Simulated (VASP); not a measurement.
# LaH3 (Fm-3m) in VASP: notebook, part 2 of 2

VASP 6.6.1. The steps go on from the part before.

### Step 3. Relaxation of cell and atoms, PBEsol+D3(BJ)

Input file INCAR:

```
SYSTEM = LaH3
  PREC = Accurate
  ENCUT = 500
  EDIFF = 1E-7
  ISMEAR = -1
  SIGMA = 0.05
  LREAL = .False.
  LASPH = .True.
  NELM = 200
  ALGO = Normal
  ISIF = 3
  LWAVE = .False.
  LCHARG = .False.
  GGA = PS
  IVDW = 12
  IBRION = 2
  NSW = 80
  EDIFFG = -0.005
  GGA_COMPAT = .False.
  NELMIN = 4
  LMAXMIX = 6
```

Input file KPOINTS:

```
Automatic mesh
0
Gamma
  7 7 7
  0 0 0
```

Input file POSCAR:

```
LaH3
1.0
    0.0000000000      2.7864795000      2.7864795000
    2.7864795000      0.0000000000      2.7864795000
    2.7864795000      2.7864795000      0.0000000000
La H
1 3
Direct
    0.0000000000      0.0000000000      0.0000000000
    0.5000000000      0.5000000000      0.5000000000
    0.7500000000      0.7500000000      0.7500000000
    0.2500000000      0.2500000000      0.2500000000
```

Potentials or basis: VASP PAW PBE potentials, release 64 (La, H).

Started as:

```bash
$ cat potpaw_PBE.64/La/POTCAR potpaw_PBE.64/H/POTCAR > POTCAR
$ mpirun -np 1 vasp_std > vasp.out
```

OUTCAR:

```text
SYSTEM = LaH3
   PREC = Accurate
   ENCUT = 500
   EDIFF = 1E-7
   ISMEAR = -1
   LREAL = .False.
   LASPH = .True.
   NELM = 200
   ISIF = 3
   GGA = PS
   IVDW = 12
   IBRION = 2
   NSW = 80
   EDIFFG = -0.005
   NELMIN = 4
 IVDW          = 12

 ion  position               nearest neighbor table
   1  0.000  0.000  0.000-
   2  0.500  0.500  0.500-
   3  0.750  0.750  0.750-
   4  0.250  0.250  0.250-

  LATTYP: Found a face centered cubic cell.
 ALAT       =     5.5729590000

  Lattice vectors:

 A1 = (   0.0000000000,   2.7864795000,   2.7864795000)
 A2 = (   2.7864795000,   0.0000000000,   2.7864795000)
 A3 = (   2.7864795000,   2.7864795000,   0.0000000000)

Analysis of symmetry for initial positions (statically):
=====================================================================
 Subroutine PRICEL returns:
 Original cell was already a primitive cell.

 Routine SETGRP: Setting up the symmetry group for a
 face centered cubic supercell.

 Subroutine GETGRP returns: Found 48 space group operations
 (whereof 48 operations were pure point group operations)
 out of a pool of 48 trial point group operations.

The static configuration has the point symmetry O_h .

Analysis of symmetry for dynamics (positions and initial velocities):
=====================================================================
 Subroutine PRICEL returns:
 Original cell was already a primitive cell.

 Routine SETGRP: Setting up the symmetry group for a
 face centered cubic supercell.

 Subroutine GETGRP returns: Found 48 space group operations
 (whereof 48 operations were pure point group operations)
 out of a pool of 48 trial point group operations.

The dynamic configuration has the point symmetry O_h .

 Subroutine INISYM returns: Found 48 space group operations
 (whereof 48 operations are pure point group operations),
 and found     1 'primitive' translations

----------------------------------------------------------------------------------------

                                     Primitive cell

  volume of cell :      43.2711

  direct lattice vectors                    reciprocal lattice vectors
     0.000000000  2.786479500  2.786479500    -0.179437889  0.179437889  0.179437889
     2.786479500  0.000000000  2.786479500     0.179437889 -0.179437889  0.179437889
     2.786479500  2.786479500  0.000000000     0.179437889  0.179437889 -0.179437889

  length of vectors
     3.940677100  3.940677100  3.940677100     0.310795541  0.310795541  0.310795541

  position of ions in fractional coordinates (direct lattice)
     0.000000000  0.000000000  0.000000000
     0.500000000  0.500000000  0.500000000
     0.750000000  0.750000000  0.750000000
     0.250000000  0.250000000  0.250000000

  ion indices of the primitive-cell ions
   primitive index   ion index
                 1           1
                 2           2
                 3           3
                 4           4

----------------------------------------------------------------------------------------

 KPOINTS: Automatic mesh

Automatic generation of k-mesh.
 Grid dimensions read from file:
 generate k-points for:    7    7    7

 Generating k-lattice:

  Cartesian coordinates                     Fractional coordinates (reciprocal lattice)
    -0.025633984  0.025633984  0.025633984     0.142857143  0.000000000  0.000000000
     0.025633984 -0.025633984  0.025633984     0.000000000  0.142857143  0.000000000
     0.025633984  0.025633984 -0.025633984     0.000000000  0.000000000  0.142857143

  Length of vectors
     0.044399363  0.044399363  0.044399363

  Shift w.r.t. Gamma in fractional coordinates (k-lattice)
     0.000000000  0.000000000  0.000000000

 Subroutine IBZKPT returns following result:
 ===========================================

 Found     20 irreducible k-points:

 Following reciprocal coordinates:
            Coordinates               Weight
  0.000000  0.000000  0.000000      1.000000
  0.142857  0.000000  0.000000      8.000000
  0.285714  0.000000  0.000000      8.000000
  0.428571  0.000000  0.000000      8.000000
  0.142857  0.142857  0.000000      6.000000
  0.285714  0.142857  0.000000     24.000000
[... 12 lines left out ...]
 -0.428571  0.428571  0.142857     24.000000
 -0.285714  0.428571  0.142857     24.000000
   k-points           NKPTS =     20   k-points in BZ     NKDIM =     20   number of bands    NBANDS=     11
   number of dos      NEDOS =    301   number of ions     NIONS =      4
   total plane-waves  NPLWV =  27000
   dimension x,y,z NGX =    30 NGY =   30 NGZ =   30
   dimension x,y,z NGXF=    60 NGYF=   60 NGZF=   60
   ions per type =               1   3
   NGX,Y,Z   is equivalent  to a cutoff of  12.66, 12.66, 12.66 a.u.
   NGXF,Y,Z  is equivalent  to a cutoff of  25.31, 25.31, 25.31 a.u.
 SYSTEM =  LaH3
   PREC   = accura    normal or accurate (medium, high low for compatibility)
   ISTART =      0    job   : 0-new  1-cont  2-samecut
   ICHARG =      2    charge: 1-file 2-atom 10-const
   ISPIN  =      1    spin polarized calculation?
   LNONCOLLINEAR =      F non collinear calculations
   LSORBIT =      F    spin-orbit coupling
   LASPH  =      T    aspherical Exc in radial PAW
   ENCUT  =  500.0 eV  36.75 Ry    6.06 a.u.   7.18  7.18  7.18*2*pi/ulx,y,z
   NELM   =    200;   NELMIN=  4; NELMDL= -5     # of ELM steps
   EDIFF  = 0.1E-06   stopping-criterion for ELM
   LREAL  =      F    real-space projection
   EDIFFG = -.5E-02   stopping-criterion for IOM
   NSW    =     80    number of steps for IOM
   IBRION =      2    ionic relax: 0-MD 1-quasi-New 2-CG
   NFREE  =      1    steps in history (QN), initial steepest desc. (CG)
   ISIF   =      3    stress and relaxation
   ISYM   =      2    0-nonsym 1-usesym 2-fastsym
   POTIM  = 0.5000    time-step for ionic-motion
   TEBEG  =    0.0;   TEEND  =   0.0 temperature during run
   PSTRESS=    0.0 pullay stress
   NELECT =      14.0000    total number of electrons
   NUPDOWN=      -1.0000    fix difference up-down
   EMIN   =  10.00;   EMAX   =-10.00  energy-range for DOS
   EFERMI =   0.00;   METHOD = LEGACY
   ISMEAR =    -1;   SIGMA  =   0.05  broadening in eV -4-tet -1-fermi 0-gaus
   EFERMI_NEDOS =   21; number of points for ismear=-14 and -15
   IALGO  =     38    algorithm
   IMIX   =      4    mixing-type and parameters
     AMIX     =   0.40;   BMIX     =  1.00
     AMIX_MAG =   1.60;   BMIX_MAG =  1.00
  volume/ion in A,a.u.               =      10.82        73.00
  Fermi-wavevector in a.u.,A,eV,Ry     =   1.123876  2.123817 17.185476  1.263097
  Thomas-Fermi vector in A             =   2.260544
   LORBIT       =      0    0 simple, 1 ext, 2 COOP (PROOUT), +10 PAW based schemes
   GGA     = PS    functional components
   LHFCALC =     F    Hartree Fock is set to
   AEXX    =    0.0000 exact exchange contribution
   IVDW    =    12    specifies the selected vdW correction
   LEPSILON=     F    determine dielectric tensor
   LRPA    =     F    only Hartree local field effects (RPA)
 conjugate gradient relaxation of ions
 non-spin polarized calculation
  energy-cutoff  :      500.00
  volume of cell :       43.27
 maximum number of plane-waves:      1117
 NGX is ok and might be reduce to    30
   NGX = 15   NGY = 15   NGZ = 15

--------------------------------------- Ionic step        1  -------------------------------------------

 number of electron      13.9999998 magnetization

 Free energy of the ion-electron system (eV)
  ---------------------------------------------------
  ext. energy  EPLUGINS =         0.00000000
  ---------------------------------------------------
  free energy    TOTEN  =       -17.68928693 eV

  energy without entropy =      -17.68812801  energy(sigma->0) =      -17.68870747

------------------------ aborting loop because EDIFF is reached ----------------------------------------

 Edisp (eV)   -0.69999

 E8    (eV) :    -0.4879

  FORCE on cell =-STRESS in cart. coord.  units (eV):
  Direction    XX          YY          ZZ          XY          YZ          ZX
  --------------------------------------------------------------------------------------
  -------------------------------------------------------------------------------------
  Total      -1.61445    -1.61445    -1.61445     0.00000     0.00000    -0.00000
  in kB     -59.77764   -59.77764   -59.77764     0.00000     0.00000    -0.00000
  external pressure =      -59.78 kB  Pullay stress =        0.00 kB
[... 65 lines left out ...]
  energy  without entropy=      -18.4470578093  energy(sigma->0) =      -18.44762793

--------------------------------------- Ionic step        3  -------------------------------------------

 number of electron      14.0000000 magnetization

 Free energy of the ion-electron system (eV)
  ---------------------------------------------------
  ext. energy  EPLUGINS =         0.00000000
  ---------------------------------------------------
  free energy    TOTEN  =       -17.69517044 eV

  energy without entropy =      -17.69403329  energy(sigma->0) =      -17.69460187

 E-fermi :   8.3285     XC(G=0): -10.4982

 val. band max:        7.9217907712   @ k =   0.1429   0.0000   0.0000
 cond. band min:       8.4650695056   @ k =   0.4286   0.0000   0.0000
 fundamental gap:      0.5432787344
 Fermi energy:         8.3285041824

 k-point     1 :       0.0000    0.0000    0.0000
  band No.  band energies     occupation
      1     -24.8220      2.00000
      2      -7.9625      2.00000
      3      -7.9625      2.00000
      4      -7.9625      2.00000
      5       0.0870      2.00000
      6       5.2805      2.00000
      7       8.6107      0.00705
      8       8.6107      0.00705
      9       8.6107      0.00705
     10       9.0086      0.00000
     11       9.8480      0.00000
[... 299 lines left out ...]
  FREE ENERGIE OF THE ION-ELECTRON SYSTEM (eV)
  ---------------------------------------------------
  free  energy   TOTEN  =       -18.4510792871 eV

  energy  without entropy=      -18.4499421335  energy(sigma->0) =      -18.45051071

 reached required accuracy - stopping structural energy minimisation
```

CONTCAR:

```text
LaH3
   1.00000000000000
    -0.0000000000000000    2.7183388095274847    2.7183388095274847
     2.7183388095274847    0.0000000000000000    2.7183388095274847
     2.7183388095274847    2.7183388095274847   -0.0000000000000000
  La              H
     1     3
Direct
     0.0000000000000000    0.0000000000000000    0.0000000000000000
     0.5000000000000000    0.5000000000000000    0.5000000000000000
     0.7500000000000000    0.7500000000000000    0.7500000000000000
     0.2500000000000000    0.2500000000000000    0.2500000000000000

  0.00000000E+00  0.00000000E+00  0.00000000E+00
  0.00000000E+00  0.00000000E+00  0.00000000E+00
  0.00000000E+00  0.00000000E+00  0.00000000E+00
  0.00000000E+00  0.00000000E+00  0.00000000E+00
```

It took 74 s on 1 thread of AMD EPYC 7R43 (Zen 3), shared host; peak memory 0.17 GiB.

What came out:

```
Free energy                           : -18.4511 eV
Relaxed volume                        : 10.04 Å³/atom
Relaxed cell                          : a = 3.844 Å, b = 3.844 Å, c = 3.844 Å, α = 60.00°, β = 60.00°, γ = 60.00°
Space group after relaxing (to 0.1 Å) : Fm-3m (No. 225)
Energy gained by relaxing             : 15.4 meV/atom
Ionic steps                           : 3
Pressure after relaxing               : -0.1 GPa
Band gap on the k mesh                : zero (bands 7 and 8 overlap by 0.15 eV)
Dispersion energy per atom            : -0.189 eV
```

Step by step:
```csv
step,energy change (eV),largest force (eV/Å),pressure (GPa),volume (Å³)
1,0.0000,0.0000,-5.98,43.27
2,-0.0589,0.0000,-1.42,40.79
3,-0.0618,0.0000,-0.05,40.17
```

Final structure:
```
CELL_PARAMETERS angstrom
0.00000 2.71834 2.71834
2.71834 0.00000 2.71834
2.71834 2.71834 0.00000
ATOMIC_POSITIONS crystal
La 0.00000 0.00000 0.00000
H 0.50000 0.50000 0.50000
H 0.75000 0.75000 0.75000
H 0.25000 0.25000 0.25000
```

Levels at points of the mesh, in eV from the Fermi level:
```
           k point  band 4  band 5  band 6  band 7  band 8  band 9  band 10  band 11
(0.00, 0.00, 0.00)  -16.29   -8.24   -3.05    0.28    0.28    0.28     0.68     1.52
```

Caveat: the PAW data sets were made with another functional, which shifts forces and pressure a little; spin-orbit coupling is left out, which moves the levels of the heavy elements.

### Step 4. Relaxation of cell and atoms, PBEsol

Input file INCAR:

```
SYSTEM = LaH3
PREC = Accurate
ENCUT = 500
EDIFF = 1E-7
ISMEAR = -1
SIGMA = 0.05
LREAL = .False.
LASPH = .True.
NELM = 200
ALGO = Normal
ISIF = 3
LWAVE = .False.
LCHARG = .False.
GGA = PS
IBRION = 2
NSW = 80
EDIFFG = -0.005
GGA_COMPAT = .False.
NELMIN = 4
LMAXMIX = 6
```

KPOINTS is that of step 3.

POSCAR is that of step 3.

Potentials or basis: VASP PAW PBE potentials, release 64 (La, H).

Started as:

```bash
$ cat potpaw_PBE.64/La/POTCAR potpaw_PBE.64/H/POTCAR > POTCAR
$ mpirun -np 1 vasp_std > vasp.out
```

OUTCAR:

```text
SYSTEM = LaH3
   PREC = Accurate
   ENCUT = 500
   EDIFF = 1E-7
   ISMEAR = -1
   LREAL = .False.
   LASPH = .True.
   NELM = 200
   ISIF = 3
   GGA = PS
   IBRION = 2
   NSW = 80
   EDIFFG = -0.005
   NELMIN = 4

 ion  position               nearest neighbor table
   1  0.000  0.000  0.000-
   2  0.500  0.500  0.500-
   3  0.750  0.750  0.750-
   4  0.250  0.250  0.250-

  LATTYP: Found a face centered cubic cell.
 ALAT       =     5.5729590000

  Lattice vectors:

 A1 = (   0.0000000000,   2.7864795000,   2.7864795000)
 A2 = (   2.7864795000,   0.0000000000,   2.7864795000)
[... 183 lines left out ...]
  -------------------------------------------------------------------------------------
  Total       -0.8884137     -0.8884137     -0.8884137     -0.0000000      0.0000000      0.0000000
  in kB      -32.8948762    -32.8948762    -32.8948762     -0.0000000      0.0000000      0.0000000
  external PRESSURE =     -32.8948762 kB  Pullay stress =       0.0000000 kB
[... 63 lines left out ...]
--------------------------------------- Ionic step        3  -------------------------------------------

 number of electron      13.9999999 magnetization

 Free energy of the ion-electron system (eV)
  ---------------------------------------------------
  ext. energy  EPLUGINS =         0.00000000
  ---------------------------------------------------
  free energy    TOTEN  =       -17.70774951 eV

  energy without entropy =      -17.70660473  energy(sigma->0) =      -17.70717712

 E-fermi :   8.0185     XC(G=0): -10.3584

 val. band max:        7.5903260931   @ k =   0.1429   0.0000   0.0000
 cond. band min:       8.1555558189   @ k =   0.4286   0.0000   0.0000
 fundamental gap:      0.5652297258
 Fermi energy:         8.0185330194

 k-point     1 :       0.0000    0.0000    0.0000
  band No.  band energies     occupation
      1     -25.2167      2.00000
      2      -8.4047      2.00000
      3      -8.4047      2.00000
      4      -8.4047      2.00000
      5      -0.1431      2.00000
      6       5.0236      2.00000
      7       8.2891      0.00890
      8       8.2891      0.00890
      9       8.2891      0.00890
     10       8.6261      0.00001
     11       9.4421      0.00000
[... 295 lines left out ...]
  FREE ENERGIE OF THE ION-ELECTRON SYSTEM (eV)
  ---------------------------------------------------
  free  energy   TOTEN  =       -17.7077495107 eV

  energy  without entropy=      -17.7066047260  energy(sigma->0) =      -17.70717712

 reached required accuracy - stopping structural energy minimisation
```

OSZICAR:

```text
N       E                     dE             d eps       ncg     rms          rms(c)
DAV:   1     0.113428154496E+03    0.11343E+03   -0.49740E+03   440   0.166E+03
DAV:   2    -0.125277678868E+02   -0.12596E+03   -0.12350E+03   704   0.226E+02
DAV:   3    -0.180135717768E+02   -0.54858E+01   -0.54689E+01   613   0.898E+01
[... 31 lines left out ...]
DAV:   4    -0.177077327877E+02   -0.10878E-04   -0.40601E-04   786   0.224E-01    0.180E-02
DAV:   5    -0.177077407931E+02   -0.80053E-05   -0.15890E-04   785   0.147E-01    0.191E-02
DAV:   6    -0.177077445702E+02   -0.37771E-05   -0.10451E-05   793   0.295E-02    0.160E-02
DAV:   7    -0.177077496071E+02   -0.50369E-05   -0.58517E-05   798   0.901E-02    0.260E-03
DAV:   8    -0.177077495107E+02    0.96369E-07   -0.74258E-07   787   0.106E-02
   3 F= -.17707750E+02 E0= -.17707177E+02  d E =-.184626E-01
```

CONTCAR:

```text
LaH3
   1.00000000000000
     0.0000000000000000    2.7487632761719603    2.7487632761719603
     2.7487632761719603    0.0000000000000000    2.7487632761719603
     2.7487632761719603    2.7487632761719603   -0.0000000000000000
  La              H
     1     3
Direct
     0.0000000000000000    0.0000000000000000    0.0000000000000000
     0.5000000000000000    0.5000000000000000    0.5000000000000000
     0.7500000000000000    0.7500000000000000    0.7500000000000000
     0.2500000000000000    0.2500000000000000    0.2500000000000000

  0.00000000E+00  0.00000000E+00  0.00000000E+00
  0.00000000E+00  0.00000000E+00  0.00000000E+00
  0.00000000E+00  0.00000000E+00  0.00000000E+00
  0.00000000E+00  0.00000000E+00  0.00000000E+00
```

It took 80 s on 1 thread of AMD EPYC 7R43 (Zen 3), shared host; peak memory 0.15 GiB.

What came out:

```yaml
Free_energy: -17.7077 eV
Relaxed_volume: 10.38 Å³/atom
Relaxed_cell: a = 3.887 Å, b = 3.887 Å, c = 3.887 Å, α = 60.00°, β = 60.00°, γ = 60.00°
Space_group_after_relaxing_to_0.1_Å: Fm-3m (No. 225)
Energy_gained_by_relaxing: 4.6 meV/atom
Ionic_steps: 3
Pressure_after_relaxing: 0.0 GPa
Band_gap_on_the_k_mesh: zero (bands 7 and 8 overlap by 0.13 eV)
```

Step by step:
| step | energy change (eV) | largest force (eV/Å) | pressure (GPa) | volume (Å³) |
| --- | --- | --- | --- | --- |
| 1 | 0.0000 | 0.0000 | -3.29 | 43.27 |
| 2 | -0.0176 | 0.0000 | -0.74 | 41.89 |
| 3 | -0.0185 | 0.0000 | -0.02 | 41.54 |

Final structure:
```cif
data_structure
_symmetry_space_group_name_H-M 'P 1'
_symmetry_Int_Tables_number 1
_cell_length_a 3.8873
_cell_length_b 3.8873
_cell_length_c 3.8873
_cell_angle_alpha 60.000
_cell_angle_beta 60.000
_cell_angle_gamma 60.000
_cell_volume 41.54
loop_
_atom_site_label
_atom_site_type_symbol
_atom_site_fract_x
_atom_site_fract_y
_atom_site_fract_z
_atom_site_occupancy
La1 La 0.00000 0.00000 0.00000 1
H1 H 0.50000 0.50000 0.50000 1
H2 H 0.75000 0.75000 0.75000 1
H3 H 0.25000 0.25000 0.25000 1
```

Caveat: the PAW data sets were made with another functional, which shifts forces and pressure a little; spin-orbit coupling is left out, which moves the levels of the heavy elements.

### Step 5. Summary

```tsv
level	gap on the mesh (eV)	pressure (GPa)	relaxed volume (Å³/atom)
BLYP+D3(BJ)	0.22	0.0	10.41
PBEsol+D3(BJ)	none	-0.1	10.04
PBEsol	none	0.0	10.38
```

Alike in all rows: task relaxation of cell and atoms; potentials or basis VASP PAW PBE potentials, release 64 (La, H); no spin polarisation; cell relaxed; k mesh 7 × 7 × 7; cutoff (eV) 500; smearing fermi-dirac 0.05 eV.

Caveats: the PAW data sets were made with another functional, which shifts forces and pressure a little; spin-orbit coupling is left out, which moves the levels of the heavy elements; an odd mesh through Γ misses points on the zone boundary, where band edges can lie (at least some runs).

Total energies depend on the potentials used, so only differences within one code and one set of settings carry meaning.
